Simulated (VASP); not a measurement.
# Ca3S4 (P-43m) in VASP: single point with PBE

Aim: the single point of Ca3S4 with PBE.

All numbers are computed with VASP 6.6.1; they aren't measurements. Logs are shortened: lines on timing, memory, paths and dates and some standing lists are left out, and cuts for length are marked.

## Step 1: The cell of the first run

The structure is cubic, space group P-43m (No. 215). The conventional cell has a = 6.384 Å, b = 6.384 Å, c = 6.384 Å, α = 90.00°, β = 90.00°, γ = 90.00°. Within 3.6 Å of Ca (site symmetry -42m) lie 4 S at 2.76 Å. S (site symmetry 3m) has 3 Ca at 2.76 Å within 3.6 Å.

## Step 2: Single point, PBE

File INCAR:

```
SYSTEM = Ca3S4
PREC = Accurate
ENCUT = 520
EDIFF = 1E-7
ISMEAR = 0
SIGMA = 0.1
LREAL = .False.
LASPH = .True.
NELM = 80
ALGO = Normal
ISIF = 2
LWAVE = .False.
LCHARG = .False.
GGA = PE
NBANDS = 36
```

File KPOINTS:

```
regular mesh
0
Gamma
  4 4 4
  0 0 0
```

File POSCAR:

```
Ca3S4
1.0
    6.3843392800      0.0000000000      0.0000000000
    0.0000000000      6.3843392800      0.0000000000
    0.0000000000      0.0000000000      6.3843392800
Ca S
3 4
Direct
    0.0000000000      0.0000000000      0.5000000000
    0.0000000000      0.5000000000      0.0000000000
    0.5000000000      0.0000000000      0.0000000000
    0.2500000000      0.2500000000      0.2500000000
    0.2500000000      0.7500000000      0.7500000000
    0.7500000000      0.2500000000      0.7500000000
    0.7500000000      0.7500000000      0.2500000000
```

Potentials or basis: VASP PAW PBE potentials, release 64 (Ca_sv, S).

Command:

```console
$ cat potpaw_PBE.64/Ca_sv/POTCAR potpaw_PBE.64/S/POTCAR > POTCAR
$ mpirun -np 1 vasp_std > vasp.out
```

OUTCAR:

```text
SYSTEM = Ca3S4
   PREC = Accurate
   ENCUT = 520
   EDIFF = 1E-7
   ISMEAR = 0
   LREAL = .False.
   LASPH = .True.
   NELM = 80
   ISIF = 2
   GGA = PE

 ion  position               nearest neighbor table
   1  0.000  0.000  0.500-   4 2.76   5 2.76   6 2.76   7 2.76
   2  0.000  0.500  0.000-   4 2.76   5 2.76   6 2.76   7 2.76
   3  0.500  0.000  0.000-   4 2.76   5 2.76   6 2.76   7 2.76
   4  0.250  0.250  0.250-   1 2.76   2 2.76   3 2.76
   5  0.250  0.750  0.750-   1 2.76   2 2.76   3 2.76
   6  0.750  0.250  0.750-   1 2.76   2 2.76   3 2.76
   7  0.750  0.750  0.250-   1 2.76   2 2.76   3 2.76

  LATTYP: Found a simple cubic cell.
 ALAT       =     6.3843392800

  Lattice vectors:

 A1 = (   6.3843392800,   0.0000000000,   0.0000000000)
 A2 = (   0.0000000000,   6.3843392800,   0.0000000000)
 A3 = (   0.0000000000,   0.0000000000,   6.3843392800)

Analysis of symmetry for initial positions (statically):
=====================================================================
 Subroutine PRICEL returns:
 Original cell was already a primitive cell.

 Routine SETGRP: Setting up the symmetry group for a
 simple cubic supercell.

 Subroutine GETGRP returns: Found 24 space group operations
 (whereof 24 operations were pure point group operations)
 out of a pool of 48 trial point group operations.

The static configuration has the point symmetry T_d .

Analysis of symmetry for dynamics (positions and initial velocities):
=====================================================================
 Subroutine PRICEL returns:
 Original cell was already a primitive cell.

 Routine SETGRP: Setting up the symmetry group for a
 simple cubic supercell.

 Subroutine GETGRP returns: Found 24 space group operations
 (whereof 24 operations were pure point group operations)
 out of a pool of 48 trial point group operations.

The dynamic configuration has the point symmetry T_d .

 Subroutine INISYM returns: Found 24 space group operations
 (whereof 24 operations are pure point group operations),
 and found     1 'primitive' translations

----------------------------------------------------------------------------------------

                                     Primitive cell

  volume of cell :     260.2243

  direct lattice vectors                    reciprocal lattice vectors
     6.384339280  0.000000000  0.000000000     0.156633280  0.000000000  0.000000000
     0.000000000  6.384339280  0.000000000     0.000000000  0.156633280  0.000000000
     0.000000000  0.000000000  6.384339280     0.000000000  0.000000000  0.156633280

  length of vectors
     6.384339280  6.384339280  6.384339280     0.156633280  0.156633280  0.156633280

  position of ions in fractional coordinates (direct lattice)
     0.000000000  0.000000000  0.500000000
     0.000000000  0.500000000  0.000000000
     0.500000000  0.000000000  0.000000000
     0.250000000  0.250000000  0.250000000
     0.250000000  0.750000000  0.750000000
     0.750000000  0.250000000  0.750000000
     0.750000000  0.750000000  0.250000000

  ion indices of the primitive-cell ions
   primitive index   ion index
                 1           1
                 2           2
                 3           3
                 4           4
                 5           5
                 6           6
                 7           7

----------------------------------------------------------------------------------------

 KPOINTS: regular mesh

Automatic generation of k-mesh.
 Grid dimensions read from file:
 generate k-points for:    4    4    4

 Generating k-lattice:

  Cartesian coordinates                     Fractional coordinates (reciprocal lattice)
     0.039158320  0.000000000  0.000000000     0.250000000  0.000000000  0.000000000
     0.000000000  0.039158320  0.000000000     0.000000000  0.250000000  0.000000000
     0.000000000  0.000000000  0.039158320     0.000000000  0.000000000  0.250000000

  Length of vectors
     0.039158320  0.039158320  0.039158320

  Shift w.r.t. Gamma in fractional coordinates (k-lattice)
     0.000000000  0.000000000  0.000000000

 Subroutine IBZKPT returns following result:
 ===========================================

 Found     10 irreducible k-points:

 Following reciprocal coordinates:
            Coordinates               Weight
  0.000000  0.000000  0.000000      1.000000
  0.250000  0.000000  0.000000      6.000000
  0.500000  0.000000  0.000000      3.000000
  0.250000  0.250000  0.000000     12.000000
  0.500000  0.250000  0.000000     12.000000
  0.500000  0.500000  0.000000      3.000000
  0.250000  0.250000  0.250000      8.000000
  0.500000  0.250000  0.250000     12.000000
  0.500000  0.500000  0.250000      6.000000
  0.500000  0.500000  0.500000      1.000000
   k-points           NKPTS =     10   k-points in BZ     NKDIM =     10   number of bands    NBANDS=     36
   number of dos      NEDOS =    301   number of ions     NIONS =      7
   total plane-waves  NPLWV = 110592
   dimension x,y,z NGX =    48 NGY =   48 NGZ =   48
   dimension x,y,z NGXF=    96 NGYF=   96 NGZF=   96
   ions per type =               3   4
   NGX,Y,Z   is equivalent  to a cutoff of  12.50, 12.50, 12.50 a.u.
   NGXF,Y,Z  is equivalent  to a cutoff of  25.00, 25.00, 25.00 a.u.
 SYSTEM =  Ca3S4
   PREC   = accura    normal or accurate (medium, high low for compatibility)
   ISTART =      0    job   : 0-new  1-cont  2-samecut
   ICHARG =      2    charge: 1-file 2-atom 10-const
   ISPIN  =      1    spin polarized calculation?
   LNONCOLLINEAR =      F non collinear calculations
   LSORBIT =      F    spin-orbit coupling
   LASPH  =      T    aspherical Exc in radial PAW
   ENCUT  =  520.0 eV  38.22 Ry    6.18 a.u.  11.87 11.87 11.87*2*pi/ulx,y,z
   NELM   =     80;   NELMIN=  2; NELMDL= -5     # of ELM steps
   EDIFF  = 0.1E-06   stopping-criterion for ELM
   LREAL  =      F    real-space projection
   EDIFFG = 0.1E-05   stopping-criterion for IOM
   NSW    =      0    number of steps for IOM
   IBRION =     -1    ionic relax: 0-MD 1-quasi-New 2-CG
   NFREE  =      0    steps in history (QN), initial steepest desc. (CG)
   ISIF   =      2    stress and relaxation
   ISYM   =      2    0-nonsym 1-usesym 2-fastsym
   POTIM  = 0.5000    time-step for ionic-motion
   TEBEG  =    0.0;   TEEND  =   0.0 temperature during run
   PSTRESS=    0.0 pullay stress
   NELECT =      54.0000    total number of electrons
   NUPDOWN=      -1.0000    fix difference up-down
   EMIN   =  10.00;   EMAX   =-10.00  energy-range for DOS
   EFERMI =   0.00;   METHOD = LEGACY
   ISMEAR =     0;   SIGMA  =   0.10  broadening in eV -4-tet -1-fermi 0-gaus
   EFERMI_NEDOS =   21; number of points for ismear=-14 and -15
   IALGO  =     38    algorithm
   IMIX   =      4    mixing-type and parameters
     AMIX     =   0.40;   BMIX     =  1.00
     AMIX_MAG =   1.60;   BMIX_MAG =  1.00
  volume/ion in A,a.u.               =      37.17       250.87
  Fermi-wavevector in a.u.,A,eV,Ry     =   0.969222  1.831565 12.781206  0.939392
  Thomas-Fermi vector in A             =   2.099257
   LORBIT       =      0    0 simple, 1 ext, 2 COOP (PROOUT), +10 PAW based schemes
   GGA     = PE    functional components
   LHFCALC =     F    Hartree Fock is set to
   AEXX    =    0.0000 exact exchange contribution
   IVDW    =     0    specifies the selected vdW correction
   LEPSILON=     F    determine dielectric tensor
   LRPA    =     F    only Hartree local field effects (RPA)
 non-spin polarized calculation
 Gauss-broadening in eV      SIGMA  =   0.10
  energy-cutoff  :      520.00
  volume of cell :      260.22
 maximum number of plane-waves:      7088
 NGX is ok and might be reduce to    48
   NGX = 23   NGY = 23   NGZ = 23

 number of electron      53.9999991 magnetization

 Free energy of the ion-electron system (eV)
  ---------------------------------------------------
  ext. energy  EPLUGINS =         0.00000000
  ---------------------------------------------------
  free energy    TOTEN  =       -29.97660666 eV

  energy without entropy =      -29.86189684  energy(sigma->0) =      -29.91925175

 E-fermi :  -0.8795     XC(G=0):  -7.0578

 val. band max:       -0.8876612148   @ k =   0.2500   0.2500   0.0000
 cond. band min:      -0.8787826812   @ k =   0.2500   0.0000   0.0000
 fundamental gap:      0.0088785337
 Fermi energy:        -0.8794525805

 k-point     1 :       0.0000    0.0000    0.0000
  band No.  band energies     occupation
      1     -39.9246      2.00000
      2     -39.9222      2.00000
      3     -39.9222      2.00000
      4     -20.9855      2.00000
      5     -20.9855      2.00000
      6     -20.9855      2.00000
[... 28 lines left out ...]
     35       4.4480      0.00000
     36       4.9224      0.00000

 k-point     2 :       0.2500    0.0000    0.0000
  band No.  band energies     occupation
      1     -39.9243      2.00000
      2     -39.9225      2.00000
      3     -39.9222      2.00000
      4     -20.9834      2.00000
      5     -20.9834      2.00000
      6     -20.9804      2.00000
[... 28 lines left out ...]
     35       4.5556      0.00000
     36       4.9544      0.00000

 k-point     3 :       0.5000    0.0000    0.0000
  band No.  band energies     occupation
      1     -39.9238      2.00000
      2     -39.9230      2.00000
      3     -39.9222      2.00000
      4     -20.9811      2.00000
      5     -20.9811      2.00000
      6     -20.9728      2.00000
[... 28 lines left out ...]
     35       4.6889      0.00000
     36       4.9132      0.00000

 k-point     4 :       0.2500    0.2500    0.0000
  band No.  band energies     occupation
      1     -39.9240      2.00000
      2     -39.9226      2.00000
      3     -39.9224      2.00000
      4     -20.9862      2.00000
      5     -20.9815      2.00000
      6     -20.9724      2.00000
[... 28 lines left out ...]
     35       4.6175      0.00000
     36       4.8582      0.00000

 k-point     5 :       0.5000    0.2500    0.0000
  band No.  band energies     occupation
      1     -39.9236      2.00000
      2     -39.9230      2.00000
      3     -39.9224      2.00000
      4     -20.9863      2.00000
      5     -20.9794      2.00000
      6     -20.9650      2.00000
[... 28 lines left out ...]
     35       4.6654      0.00000
     36       4.8526      0.00000

 k-point     6 :       0.5000    0.5000    0.0000
  band No.  band energies     occupation
      1     -39.9230      2.00000
      2     -39.9230      2.00000
      3     -39.9230      2.00000
      4     -20.9892      2.00000
      5     -20.9778      2.00000
      6     -20.9575      2.00000
[... 28 lines left out ...]
     35       4.7293      0.00000
     36       4.7366      0.00000

 k-point     7 :       0.2500    0.2500    0.2500
  band No.  band energies     occupation
      1     -39.9238      2.00000
      2     -39.9226      2.00000
      3     -39.9226      2.00000
      4     -20.9926      2.00000
      5     -20.9712      2.00000
      6     -20.9712      2.00000
[... 28 lines left out ...]
     35       4.6093      0.00000
     36       4.8757      0.00000

 k-point     8 :       0.5000    0.2500    0.2500
  band No.  band energies     occupation
      1     -39.9234      2.00000
      2     -39.9230      2.00000
      3     -39.9226      2.00000
      4     -20.9951      2.00000
      5     -20.9698      2.00000
      6     -20.9642      2.00000
[... 28 lines left out ...]
     35       4.7236      0.00000
     36       4.8793      0.00000

 k-point     9 :       0.5000    0.5000    0.2500
  band No.  band energies     occupation
      1     -39.9230      2.00000
      2     -39.9230      2.00000
      3     -39.9230      2.00000
      4     -20.9995      2.00000
      5     -20.9679      2.00000
      6     -20.9590      2.00000
[... 28 lines left out ...]
     35       4.7278      0.00000
     36       4.7706      0.00000

 k-point    10 :       0.5000    0.5000    0.5000
  band No.  band energies     occupation
      1     -39.9230      2.00000
      2     -39.9230      2.00000
      3     -39.9230      2.00000
      4     -21.0054      2.00000
      5     -20.9628      2.00000
      6     -20.9628      2.00000
[... 28 lines left out ...]
     35       4.7791      0.00000
     36       4.8072      0.00000

------------------------ aborting loop because EDIFF is reached ----------------------------------------

  FORCE on cell =-STRESS in cart. coord.  units (eV):
  Direction    XX          YY          ZZ          XY          YZ          ZX
  --------------------------------------------------------------------------------------
  -------------------------------------------------------------------------------------
  Total       -1.9722644     -1.9722644     -1.9722644     -0.0000000      0.0000000     -0.0000000
  in kB      -12.1430518    -12.1430518    -12.1430518     -0.0000000      0.0000000     -0.0000000
  external PRESSURE =     -12.1430518 kB  Pullay stress =       0.0000000 kB

 VOLUME and BASIS-vectors are now :
 -----------------------------------------------------------------------------
  energy-cutoff  :      520.00
  volume of cell :      260.22
      direct lattice vectors                 reciprocal lattice vectors
     6.384339280  0.000000000  0.000000000     0.156633280  0.000000000  0.000000000
     0.000000000  6.384339280  0.000000000     0.000000000  0.156633280  0.000000000
     0.000000000  0.000000000  6.384339280     0.000000000  0.000000000  0.156633280

 POSITION                                       TOTAL-FORCE (eV/Angst)
 -----------------------------------------------------------------------------------
      0.00000      0.00000      3.19217         0.000000     -0.000000      0.000000
      0.00000      3.19217      0.00000         0.000000     -0.000000      0.000000
      3.19217      0.00000      0.00000         0.000000     -0.000000      0.000000
      1.59608      1.59608      1.59608        -0.238374     -0.238374     -0.238374
      1.59608      4.78825      4.78825        -0.238374      0.238374      0.238374
      4.78825      1.59608      4.78825         0.238374     -0.238374      0.238374
      4.78825      4.78825      1.59608         0.238374      0.238374     -0.238374
 -----------------------------------------------------------------------------------
    total drift:                                0.000000     -0.000000      0.000000

  FREE ENERGIE OF THE ION-ELECTRON SYSTEM (eV)
  ---------------------------------------------------
  free  energy   TOTEN  =       -29.9766066636 eV

  energy  without entropy=      -29.8618968434  energy(sigma->0) =      -29.91925175
```

It took 96 s on 1 thread of AMD EPYC 7R13, shared host; peak memory 0.35 GiB.

Results:

* Free energy: -29.9766 eV
* Pressure: -1.2 GPa
* Band gap on the k mesh: zero (band 27 reaches -0.84 eV, above the bottom of band 28 at -0.89 eV)

Levels at points of the mesh, in eV from the Fermi level:
```csv
k point,band 24,band 25,band 26,band 27,band 28,band 29
"(0.00, 0.00, 0.00)",-0.28,-0.28,0.02,0.02,0.02,3.82
"(0.50, 0.00, 0.00)",-0.35,-0.29,-0.29,-0.01,-0.01,4.41
"(0.50, 0.50, 0.00)",-0.35,-0.30,-0.22,-0.01,-0.01,4.91
"(0.50, 0.50, 0.50)",-0.21,-0.21,0.04,0.04,0.04,5.30
```
